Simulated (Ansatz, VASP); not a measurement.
Two plane-wave programs on Fe4Si

```xyz
5
Lattice="0.0000 2.0276 9.4663 1.5219 0.0000 9.4663 1.5219 2.0276 0.0000" Properties=species:S:1:pos:R:3 pbc="T T T"
Fe    1.5219    2.0276   11.2473
Fe    1.5219    2.0276    3.7481
Fe    1.5219    2.0276   15.1846
Fe    1.5219    2.0276    7.6854
Si    0.0000    0.0000    0.0000
```

Alike in both runs: task single point; functional PBEsol; k mesh 9 × 9 × 9; occupations fermi-dirac, width 0.05 eV; collinear spin; fixed moment 18 μB.

```csv
,VASP,Ansatz
version,VASP 6.6.1,Ansatz 0.2.0
potentials or method,"VASP PAW PBE potentials, release 64 (Fe, Si)",Ansatz PAW
plane-wave cutoff (eV),520,420
valence electrons in the cell,36,68
```

Ansatz gave:

| Property | Result |
| --- | --- |
| rms of the force components (eV/Å) | 0.819 |
| net moment per atom (μB) | 3.60 |
| size of the moment on the site where the two differ most (μB) | 3.73 |

Task: Which values does VASP return?

Result: rms of the force components (eV/Å): 0.832; net moment per atom (μB): 3.60; size of the moment on the site where the two differ most (μB): 4.02.

VASP's potentials were made for PBE, not for PBEsol. Site moments also hang on the region over which each program counts them. Atom by atom the forces differ by 0.013 eV/Å (rms over components). The functional is the same, so the differences come from potentials, cutoffs and numerics. VASP's potentials hold 36 valence electrons a cell and Ansatz's 68, so a difference there can come from the potentials and not from the codes.
